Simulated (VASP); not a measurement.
The system is ZnSnN2.

```xyz
4
Lattice="3.3820 0.0000 0.0000 0.0000 3.3820 0.0000 0.0000 0.0000 4.6996" Properties=species:S:1:pos:R:3 pbc="T T T"
Zn    0.0000    0.0000    0.0000
N     0.0000    1.6910    1.1507
N     1.6910    0.0000    3.5490
Sn    1.6910    1.6910    2.3498
```

Base run:

* Program: VASP 6.6.1
* Functional: PBEsol
* Potentials or basis: VASP PAW PBE potentials, release 64 (Zn, N, Sn_d)
* Cutoff: 520 eV
* k mesh: 6 × 6 × 4, shifted
* Occupations: fermi-dirac, width 0.02 eV
* Spin: no spin polarisation

Its results: band gap on the k mesh 1.39 eV, direct; pressure -0.4 GPa; largest force 0.151 eV/Å.

The run is repeated on the same cell with these changes: k mesh from 6 × 6 × 4, shifted to 8 × 8 × 1. What comes out?

Band gap on the k mesh 0.03 eV, direct; pressure 0.4 GPa; largest force 0.378 eV/Å.

Caveats: some runs use coarse meshes; the PAW data sets were made with another functional, which shifts forces and pressure a little; spin-orbit coupling is left out, which moves the levels of the heavy elements.

A k mesh can miss the band edges.
